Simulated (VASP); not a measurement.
# Sc in VASP: notebook

Sc is run at these levels: PBEsol; tasks: single point.

All numbers are computed with VASP 6.6.1; they aren't measurements. Logs are shortened: lines on timing, memory, paths and dates and some standing lists are left out, and cuts for length are marked.

## 1. The cell of the first run

Symmetry: I4/mmm, No. 139, tetragonal system. Conventional cell: a = 3.179 Å, b = 3.179 Å, c = 4.541 Å, α = 90.00°, β = 90.00°, γ = 90.00°. Sc (site symmetry 4/mmm) has 12 Sc at 3.18 to 3.19 Å within 4.2 Å.

## 2. Single point, PBEsol (equal xx and yy strain of -1 %)

INCAR reads:

```
SYSTEM = Sc
  PREC = Accurate
  ENCUT = 520
  EDIFF = 1E-6
  ISMEAR = -1
  SIGMA = 0.03
  LREAL = .False.
  LASPH = .True.
  NELM = 60
  ALGO = Normal
  ISIF = 2
  LWAVE = .False.
  LCHARG = .False.
  GGA = PS
  NBANDS = 12
```

KPOINTS reads:

```
Automatic mesh
0
Gamma
  12 12 12
  0 0 0
```

POSCAR reads:

```
Sc
1.0
    0.0000000000      2.2477950000      2.2705000000
    2.2477950000      0.0000000000      2.2705000000
    2.2477950000      2.2477950000      0.0000000000
Sc
1
Direct
    0.0000000000      0.0000000000      0.0000000000
```

Potentials or basis: VASP PAW PBE potentials, release 64 (Sc_sv).

Run with:

```
$ cat potpaw_PBE.64/Sc_sv/POTCAR > POTCAR
$ mpirun -np 1 vasp_std > vasp.out
```

OUTCAR:

```text
SYSTEM = Sc
   PREC = Accurate
   ENCUT = 520
   EDIFF = 1E-6
   ISMEAR = -1
   LREAL = .False.
   LASPH = .True.
   NELM = 60
   ISIF = 2
   GGA = PS

 ion  position               nearest neighbor table
   1  0.000  0.000  0.000-

  LATTYP: Found a body centered tetragonal cell.
 ALAT       =     3.1788621744
 C/A-ratio  =     1.4284985479

  Lattice vectors:

 A1 = (  -2.2477950000,   0.0000000000,   2.2705000000)
 A2 = (   2.2477950000,   0.0000000000,   2.2705000000)
 A3 = (   0.0000000000,   2.2477950000,  -2.2705000000)

Analysis of symmetry for initial positions (statically):
=====================================================================
 Subroutine PRICEL returns:
 Original cell was already a primitive cell.

 Routine SETGRP: Setting up the symmetry group for a
 body centered tetragonal supercell.

 Subroutine GETGRP returns: Found 16 space group operations
 (whereof 16 operations were pure point group operations)
 out of a pool of 16 trial point group operations.

The static configuration has the point symmetry D_4h.

Analysis of symmetry for dynamics (positions and initial velocities):
=====================================================================
 Subroutine PRICEL returns:
 Original cell was already a primitive cell.

 Routine SETGRP: Setting up the symmetry group for a
 body centered tetragonal supercell.

 Subroutine GETGRP returns: Found 16 space group operations
 (whereof 16 operations were pure point group operations)
 out of a pool of 16 trial point group operations.

The dynamic configuration has the point symmetry D_4h.

 Subroutine INISYM returns: Found 16 space group operations
 (whereof 16 operations are pure point group operations),
 and found     1 'primitive' translations

----------------------------------------------------------------------------------------

                                     Primitive cell

  volume of cell :      22.9438

  direct lattice vectors                    reciprocal lattice vectors
     0.000000000  2.247795000  2.270500000    -0.222440214  0.222440214  0.220215811
     2.247795000  0.000000000  2.270500000     0.222440214 -0.222440214  0.220215811
     2.247795000  2.247795000  0.000000000     0.222440214  0.222440214 -0.220215811

  length of vectors
     3.194957372  3.194957372  3.178862174     0.383997788  0.383997788  0.383997788

  position of ions in fractional coordinates (direct lattice)
     0.000000000  0.000000000  0.000000000

  ion indices of the primitive-cell ions
   primitive index   ion index
                 1           1

----------------------------------------------------------------------------------------

 KPOINTS: Automatic mesh

Automatic generation of k-mesh.
 Grid dimensions read from file:
 generate k-points for:   12   12   12

 Generating k-lattice:

  Cartesian coordinates                     Fractional coordinates (reciprocal lattice)
    -0.018536684  0.018536684  0.018351318     0.083333333  0.000000000  0.000000000
     0.018536684 -0.018536684  0.018351318     0.000000000  0.083333333  0.000000000
     0.018536684  0.018536684 -0.018351318    -0.000000000 -0.000000000  0.083333333

  Length of vectors
     0.031999816  0.031999816  0.031999816

  Shift w.r.t. Gamma in fractional coordinates (k-lattice)
     0.000000000  0.000000000  0.000000000

 Subroutine IBZKPT returns following result:
 ===========================================

 Found    163 irreducible k-points:

 Following reciprocal coordinates:
            Coordinates               Weight
  0.000000  0.000000  0.000000      1.000000
  0.083333  0.000000  0.000000      8.000000
  0.166667  0.000000  0.000000      8.000000
  0.250000  0.000000  0.000000      8.000000
  0.333333  0.000000  0.000000      8.000000
  0.416667  0.000000  0.000000      8.000000
[... 16 lines left out ...]
  0.500000  0.166667  0.000000      8.000000
 -0.416667  0.166667  0.000000      8.000000
 [... further k-points ...]
   k-points           NKPTS =    163   k-points in BZ     NKDIM =    163   number of bands    NBANDS=     12
   number of dos      NEDOS =    301   number of ions     NIONS =      1
   total plane-waves  NPLWV =  13824
   dimension x,y,z NGX =    24 NGY =   24 NGZ =   24
   dimension x,y,z NGXF=    48 NGYF=   48 NGZF=   48
   ions per type =               1
   NGX,Y,Z   is equivalent  to a cutoff of  12.49, 12.49, 12.55 a.u.
   NGXF,Y,Z  is equivalent  to a cutoff of  24.98, 24.98, 25.10 a.u.
 SYSTEM =  Sc
   PREC   = accura    normal or accurate (medium, high low for compatibility)
   ISTART =      0    job   : 0-new  1-cont  2-samecut
   ICHARG =      2    charge: 1-file 2-atom 10-const
   ISPIN  =      1    spin polarized calculation?
   LNONCOLLINEAR =      F non collinear calculations
   LSORBIT =      F    spin-orbit coupling
   LASPH  =      T    aspherical Exc in radial PAW
   ENCUT  =  520.0 eV  38.22 Ry    6.18 a.u.   5.94  5.94  5.91*2*pi/ulx,y,z
   NELM   =     60;   NELMIN=  2; NELMDL= -5     # of ELM steps
   EDIFF  = 0.1E-05   stopping-criterion for ELM
   LREAL  =      F    real-space projection
   EDIFFG = 0.1E-04   stopping-criterion for IOM
   NSW    =      0    number of steps for IOM
   IBRION =     -1    ionic relax: 0-MD 1-quasi-New 2-CG
   NFREE  =      0    steps in history (QN), initial steepest desc. (CG)
   ISIF   =      2    stress and relaxation
   ISYM   =      2    0-nonsym 1-usesym 2-fastsym
   POTIM  = 0.5000    time-step for ionic-motion
   TEBEG  =    0.0;   TEEND  =   0.0 temperature during run
   PSTRESS=    0.0 pullay stress
   NELECT =      11.0000    total number of electrons
   NUPDOWN=      -1.0000    fix difference up-down
   EMIN   =  10.00;   EMAX   =-10.00  energy-range for DOS
   EFERMI =   0.00;   METHOD = LEGACY
   ISMEAR =    -1;   SIGMA  =   0.03  broadening in eV -4-tet -1-fermi 0-gaus
   EFERMI_NEDOS =   21; number of points for ismear=-14 and -15
   IALGO  =     38    algorithm
   IMIX   =      4    mixing-type and parameters
     AMIX     =   0.40;   BMIX     =  1.00
     AMIX_MAG =   1.60;   BMIX_MAG =  1.00
  volume/ion in A,a.u.               =      22.94       154.83
  Fermi-wavevector in a.u.,A,eV,Ry     =   1.281300  2.421306 22.337082  1.641729
  Thomas-Fermi vector in A             =   2.413678
   LORBIT       =      0    0 simple, 1 ext, 2 COOP (PROOUT), +10 PAW based schemes
   GGA     = PS    functional components
   LHFCALC =     F    Hartree Fock is set to
   AEXX    =    0.0000 exact exchange contribution
   IVDW    =     0    specifies the selected vdW correction
   LEPSILON=     F    determine dielectric tensor
   LRPA    =     F    only Hartree local field effects (RPA)
 non-spin polarized calculation
  energy-cutoff  :      520.00
  volume of cell :       22.94
 maximum number of plane-waves:       636
   NGX = 11   NGY = 11   NGZ = 11

 number of electron      11.0000001 magnetization

 Free energy of the ion-electron system (eV)
  ---------------------------------------------------
  ext. energy  EPLUGINS =         0.00000000
  ---------------------------------------------------
  free energy    TOTEN  =        -6.55845792 eV

  energy without entropy =       -6.55337774  energy(sigma->0) =       -6.55591783

 E-fermi :   4.0658     XC(G=0): -10.2841

 val. band max:        4.0577344403   @ k =  -0.1667   0.3333   0.1667
 cond. band min:       4.0678308657   @ k =  -0.4167   0.0833   0.1667
 fundamental gap:      0.0100964254
 Fermi energy:         4.0658495180

 k-point     1 :       0.0000    0.0000    0.0000
  band No.  band energies     occupation
      1     -44.9725      2.00000
      2     -23.4286      2.00000
      3     -23.4283      2.00000
      4     -23.4283      2.00000
      5      -1.2664      2.00000
      6       5.6889      0.00000
      7       5.7592      0.00000
      8       5.7592      0.00000
      9       7.2139      0.00000
     10       7.2981      0.00000
     11      16.9841      0.00000
     12      20.5289      0.00000

 k-point     2 :       0.0833    0.0000    0.0000
  band No.  band energies     occupation
      1     -44.9670      2.00000
      2     -23.4639      2.00000
      3     -23.4332      2.00000
      4     -23.4325      2.00000
      5      -1.0784      2.00000
      6       5.5887      0.00000
      7       5.7867      0.00000
      8       5.8299      0.00000
      9       7.1664      0.00000
     10       7.2456      0.00000
     11      17.1713      0.00000
     12      19.3124      0.00000

 k-point     3 :       0.1667    0.0000    0.0000
  band No.  band energies     occupation
      1     -44.9520      2.00000
      2     -23.5600      2.00000
      3     -23.4460      2.00000
      4     -23.4440      2.00000
      5      -0.5394      2.00000
      6       5.2379      0.00000
      7       5.9185      0.00000
      8       5.9733      0.00000
      9       7.1172      0.00000
     10       7.1766      0.00000
     11      16.9337      0.00000
     12      17.8985      0.00000
[... 286 lines left out ...]
 k-point    23 :       0.5000    0.1667    0.0000
  band No.  band energies     occupation
      1     -44.8839      2.00000
      2     -23.8853      2.00000
      3     -23.5731      2.00000
      4     -23.5191      2.00000
      5       2.6076      2.00000
      6       3.9874      1.86371
      7       5.1609      0.00000
      8       6.1468      0.00000
      9       8.2774      0.00000
     10       8.7308      0.00000
     11      11.5761      0.00000
     12      16.2006      0.00000

 k-point    24 :      -0.4167    0.1667    0.0000
  band No.  band energies     occupation
      1     -44.8822      2.00000
      2     -23.8917      2.00000
      3     -23.5895      2.00000
      4     -23.5088      2.00000
      5       2.7443      2.00000
      6       4.0293      1.54399
      7       5.1237      0.00000
      8       6.0838      0.00000
      9       8.0296      0.00000
     10       9.0755      0.00000
     11      11.3883      0.00000
     12      15.8254      0.00000

 [... further k-points ...]

------------------------ aborting loop because EDIFF is reached ----------------------------------------

  FORCE on cell =-STRESS in cart. coord.  units (eV):
  Direction    XX          YY          ZZ          XY          YZ          ZX
  --------------------------------------------------------------------------------------
  -------------------------------------------------------------------------------------
  Total        0.2477210      0.2477210      0.1993801      0.0000000      0.0000000      0.0000000
  in kB       17.2984989     17.2984989     13.9228284      0.0000000      0.0000000      0.0000000
  external PRESSURE =      16.1732754 kB  Pullay stress =       0.0000000 kB

 VOLUME and BASIS-vectors are now :
 -----------------------------------------------------------------------------
  energy-cutoff  :      520.00
  volume of cell :       22.94
      direct lattice vectors                 reciprocal lattice vectors
     0.000000000  2.247795000  2.270500000    -0.222440214  0.222440214  0.220215811
     2.247795000  0.000000000  2.270500000     0.222440214 -0.222440214  0.220215811
     2.247795000  2.247795000  0.000000000     0.222440214  0.222440214 -0.220215811

 POSITION                                       TOTAL-FORCE (eV/Angst)
 -----------------------------------------------------------------------------------
      0.00000      0.00000      0.00000         0.000000     -0.000000      0.000000
 -----------------------------------------------------------------------------------
    total drift:                               -0.000000      0.000000     -0.000000

  FREE ENERGIE OF THE ION-ELECTRON SYSTEM (eV)
  ---------------------------------------------------
  free  energy   TOTEN  =        -6.5584579167 eV

  energy  without entropy=       -6.5533777373  energy(sigma->0) =       -6.55591783
```

Wall time 20 s (1 thread of Intel Xeon Platinum 8488C (Sapphire Rapids), shared host); peak memory 0.16 GiB.

Results:

* Free energy: -6.5585 eV
* Pressure: 1.6 GPa

Caveat: the cell differs from its parent crystal (equal xx and yy strain of -1 %); the PAW data sets were made with another functional, which shifts forces and pressure a little.

## 3. Single point, PBEsol (volume scaled by 0.94)

INCAR reads:

```
PREC = Accurate ; ENCUT = 520
EDIFF = 1E-6 ; ISMEAR = -1
SIGMA = 0.03 ; LREAL = F
LASPH = T ; NELM = 80
ALGO = Normal ; ISIF = 2
LWAVE = F ; LCHARG = T
GGA = PS ; LELF = T
LVHAR = T ; NBANDS = 12
```

KPOINTS reads:

```
Automatic mesh
0
Gamma
  12 12 12
```

POSCAR reads:

```
Sc
1.0
    0.0000000000      2.2241502598      2.2241502598
    2.2241502598      0.0000000000      2.2241502598
    2.2241502598      2.2241502598      0.0000000000
Sc
1
Direct
    0.0000000000      0.0000000000      0.0000000000
```

Potentials or basis: VASP PAW PBE potentials, release 64 (Sc_sv).

Run with:

```
$ cat potpaw_PBE.64/Sc_sv/POTCAR > POTCAR
$ mpirun -np 1 vasp_std > vasp.out
```

OUTCAR:

```text
PREC = Accurate
   ENCUT = 520
   EDIFF = 1E-6
   ISMEAR = -1
   LREAL = F
   LASPH = T
   NELM = 80
   ISIF = 2
   GGA = PS

 ion  position               nearest neighbor table
   1  0.000  0.000  0.000-

  LATTYP: Found a face centered cubic cell.
 ALAT       =     4.4483005196

  Lattice vectors:

 A1 = (   0.0000000000,   2.2241502598,   2.2241502598)
 A2 = (   2.2241502598,   0.0000000000,   2.2241502598)
 A3 = (   2.2241502598,   2.2241502598,   0.0000000000)

Analysis of symmetry for initial positions (statically):
=====================================================================
 Subroutine PRICEL returns:
 Original cell was already a primitive cell.

 Routine SETGRP: Setting up the symmetry group for a
 face centered cubic supercell.

 Subroutine GETGRP returns: Found 48 space group operations
 (whereof 48 operations were pure point group operations)
 out of a pool of 48 trial point group operations.

The static configuration has the point symmetry O_h .

Analysis of symmetry for dynamics (positions and initial velocities):
=====================================================================
 Subroutine PRICEL returns:
 Original cell was already a primitive cell.

 Routine SETGRP: Setting up the symmetry group for a
 face centered cubic supercell.

 Subroutine GETGRP returns: Found 48 space group operations
 (whereof 48 operations were pure point group operations)
 out of a pool of 48 trial point group operations.

The dynamic configuration has the point symmetry O_h .

 Subroutine INISYM returns: Found 48 space group operations
 (whereof 48 operations are pure point group operations),
 and found     1 'primitive' translations

----------------------------------------------------------------------------------------

                                     Primitive cell

  volume of cell :      22.0051

  direct lattice vectors                    reciprocal lattice vectors
[... 110 lines left out ...]
   GGA     = PS    functional components
   LHFCALC =     F    Hartree Fock is set to
   AEXX    =    0.0000 exact exchange contribution
   IVDW    =     0    specifies the selected vdW correction
   LEPSILON=     F    determine dielectric tensor
   LRPA    =     F    only Hartree local field effects (RPA)
 non-spin polarized calculation
  energy-cutoff  :      520.00
  volume of cell :       22.01
 maximum number of plane-waves:       609
   NGX = 11   NGY = 11   NGZ = 11

 number of electron      11.0000004 magnetization

 Free energy of the ion-electron system (eV)
  ---------------------------------------------------
  ext. energy  EPLUGINS =         0.00000000
  ---------------------------------------------------
  free energy    TOTEN  =        -6.54121178 eV

  energy without entropy =       -6.53618528  energy(sigma->0) =       -6.53869853

 E-fermi :   4.3295     XC(G=0): -10.4602

 val. band max:        4.3261906519   @ k =   0.5000   0.3333   0.1667
 cond. band min:       4.3459850971   @ k =  -0.3333   0.2500   0.0000
 fundamental gap:      0.0197944452
 Fermi energy:         4.3295053083

 k-point     1 :       0.0000    0.0000    0.0000
  band No.  band energies     occupation
      1     -44.6004      2.00000
      2     -23.0230      2.00000
      3     -23.0230      2.00000
      4     -23.0230      2.00000
      5      -1.0747      2.00000
      6       6.0534      0.00000
      7       6.0534      0.00000
      8       6.0534      0.00000
      9       7.6615      0.00000
     10       7.6615      0.00000
     11      17.4793      0.00000
     12      21.3118      0.00000
[... 331 lines left out ...]
 k-point    24 :      -0.4167    0.1667    0.0000
  band No.  band energies     occupation
      1     -44.4923      2.00000
      2     -23.5550      2.00000
      3     -23.2049      2.00000
      4     -23.1191      2.00000
      5       2.9794      2.00000
      6       4.3203      1.15150
      7       5.4588      0.00000
      8       6.3854      0.00000
      9       8.4859      0.00000
     10       9.5645      0.00000
     11      12.0559      0.00000
     12      16.5860      0.00000

 [... further k-points ...]

------------------------ aborting loop because EDIFF is reached ----------------------------------------

  FORCE on cell =-STRESS in cart. coord.  units (eV):
  Direction    XX          YY          ZZ          XY          YZ          ZX
  --------------------------------------------------------------------------------------
  -------------------------------------------------------------------------------------
  Total        0.5770757      0.5770757      0.5770757      0.0000000     -0.0000000      0.0000000
  in kB       42.0166073     42.0166073     42.0166073      0.0000000     -0.0000000      0.0000000
  external PRESSURE =      42.0166073 kB  Pullay stress =       0.0000000 kB

 VOLUME and BASIS-vectors are now :
 -----------------------------------------------------------------------------
  energy-cutoff  :      520.00
  volume of cell :       22.01
      direct lattice vectors                 reciprocal lattice vectors
     0.000000000  2.224150260  2.224150260    -0.224804955  0.224804955  0.224804955
     2.224150260  0.000000000  2.224150260     0.224804955 -0.224804955  0.224804955
     2.224150260  2.224150260  0.000000000     0.224804955  0.224804955 -0.224804955

 POSITION                                       TOTAL-FORCE (eV/Angst)
 -----------------------------------------------------------------------------------
      0.00000      0.00000      0.00000         0.000000      0.000000      0.000000
 -----------------------------------------------------------------------------------
    total drift:                                0.000000      0.000000     -0.000000

  FREE ENERGIE OF THE ION-ELECTRON SYSTEM (eV)
  ---------------------------------------------------
  free  energy   TOTEN  =        -6.5412117826 eV

  energy  without entropy=       -6.5361852781  energy(sigma->0) =       -6.53869853
```

OSZICAR:

```text
N       E                     dE             d eps       ncg     rms          rms(c)
DAV:   1     0.694864552802E+02    0.69486E+02   -0.50858E+03  1744   0.908E+02
DAV:   2    -0.583606554737E+01   -0.75323E+02   -0.73778E+02  1728   0.279E+02
DAV:   3    -0.718612296470E+01   -0.13501E+01   -0.13275E+01  2296   0.498E+01
DAV:   4    -0.720692036178E+01   -0.20797E-01   -0.20778E-01  2156   0.485E+00
DAV:   5    -0.720716612937E+01   -0.24577E-03   -0.24576E-03  2336   0.503E-01    0.624E+00
DAV:   6    -0.662390951374E+01    0.58326E+00   -0.87756E-01  2580   0.136E+01    0.190E+00
DAV:   7    -0.654618021250E+01    0.77729E-01   -0.17072E-01  2724   0.577E+00    0.498E-01
DAV:   8    -0.654142092455E+01    0.47593E-02   -0.92917E-03  1956   0.135E+00    0.129E-01
DAV:   9    -0.654121001935E+01    0.21091E-03   -0.87281E-04  2576   0.452E-01    0.215E-02
DAV:  10    -0.654121178810E+01   -0.17688E-05   -0.29394E-05  2608   0.611E-02    0.551E-03
DAV:  11    -0.654121178262E+01    0.54849E-08   -0.17249E-06  2156   0.178E-02
   1 F= -.65412118E+01 E0= -.65386985E+01  d E =-.502650E-02
```

Run time: 7.4 s. Hardware: 1 thread of Intel Xeon Platinum 8375C at 2.90GHz (Ice Lake), shared host; peak memory 0.14 GiB.

What came out:

```yaml
Free_energy: -6.5412 eV
Pressure: 4.2 GPa
```

Caveat: the PAW data sets were made with another functional, which shifts forces and pressure a little.
